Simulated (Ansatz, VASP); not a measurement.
## SiO: VASP beside Ansatz

Contents of INCAR:

```
SYSTEM = SiO
ALGO = Normal ; EDIFF = 1E-6
EDIFFG = -0.04 ; ENCUT = 600
GGA = PE ; IBRION = 2
ISIF = 3 ; ISMEAR = 0
LASPH = .TRUE. ; LCHARG = .FALSE.
LREAL = .FALSE. ; LWAVE = .FALSE.
NELM = 80 ; NSW = 90
PREC = Accurate ; SIGMA = 0.1
```

The input KPOINTS:

```
k-points
0
G
  6 6 6
  0 0 0
```

Contents of POSCAR:

```
SiO
1.0
    0.0000000000      2.3243054600      2.3243054600
    2.3243054600      0.0000000000      2.3243054600
    2.3243054600      2.3243054600      0.0000000000
Si O
1 1
Direct
    0.0000000000      0.0000000000      0.0000000000
    0.7500000000      0.7500000000      0.7500000000
```

Input for Ansatz:

```yaml
crystal:
  lattice:
    - [0.0, 2.32430546, 2.32430546]
    - [2.32430546, 0.0, 2.32430546]
    - [2.32430546, 2.32430546, 0.0]
  atoms:
    - { symbol: Si, position: [0.0, 0.0, 0.0] }
    - { symbol: O, position: [0.75, 0.75, 0.75] }
basis:
  ecutwfc: 420
kpoints:
  mp_grid: { grid: [6, 6, 6] }
hamiltonian:
  xc: pbe
scf:
  occupations: { method: gaussian, width: 0.1 }
  lower_state_search: "off"
output:
  forces: true
  stress: true
  eigenvalues: true
relax:
  adjacent_minimum: "off"
  f_tol: 0.04
  max_steps: 70
  cell: { stress_tol: 0.4 }
```

Change from the starting cell: species swapped into the CdS type (F-43m, No. 216).

Alike in both runs: task relaxation of cell and atoms; functional PBE; k mesh 6 × 6 × 6; occupations gaussian, width 0.1 eV; no spin polarisation.

|  | VASP | Ansatz |
| --- | --- | --- |
| version | VASP 6.6.1 | Ansatz 0.2.0 |
| potentials or method | VASP PAW PBE potentials, release 64 (Si, O), cutoff 600 eV | scalar-relativistic, plane waves, PAW |
| valence electrons in the cell | 10 | 10 |

|  | VASP | Ansatz | Ansatz less VASP |
| --- | --- | --- | --- |
| gap on the k mesh at the Fermi level, each at its own relaxed structure (eV) | none | none | - |
| relaxed volume (Å³/atom) | 14.29 | 14.32 | +0.033 |
| relaxed cell length with the largest relative difference (Å) | 3.432 | 3.434 | +0.0026 |

A gap of «none» marks a metal or a gap that the smearing closes.

The k mesh is coarse, so the values compare programs but aren't converged.
